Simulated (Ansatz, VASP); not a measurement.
**LiGeN in VASP and in Ansatz**

```
CELL_PARAMETERS angstrom
2.98491 0.00000 0.00000
-1.49246 2.58501 0.00000
0.00000 0.00000 9.33467
ATOMIC_POSITIONS crystal
Li 0.66667 0.33333 0.74164
Li 0.33333 0.66667 0.24164
Ge 0.00000 0.00000 0.49860
Ge 0.00000 0.00000 0.99860
N 0.33333 0.66667 0.60440
N 0.66667 0.33333 0.10440
```

Alike in both runs: task single point; functional PBE; k mesh 9 × 9 × 2; no spin polarisation.

|  | VASP | Ansatz |
| --- | --- | --- |
| version | VASP 6.6.1 | Ansatz 0.2.0 |
| potentials or method | VASP PAW PBE potentials, release 64 (Li_sv, Ge_d, N) | plane waves, PAW |
| plane-wave cutoff (eV) | 520 | 420 |
| occupations | gaussian, width 0.01 eV | fixed |
| valence electrons in the cell | 44 | 44 |

```csv
,VASP,Ansatz,Ansatz less VASP
gap on the k mesh at the Fermi level (eV),1.69,1.69,-0.002
rms of the force components (eV/Å),0.121,0.114,-0.0070
```

Atom by atom the forces differ by 0.007 eV/Å (rms over components).

Noted on VASP's run: the cutoff is under 1.25 times that of the potentials, so the pressure is a little rough.
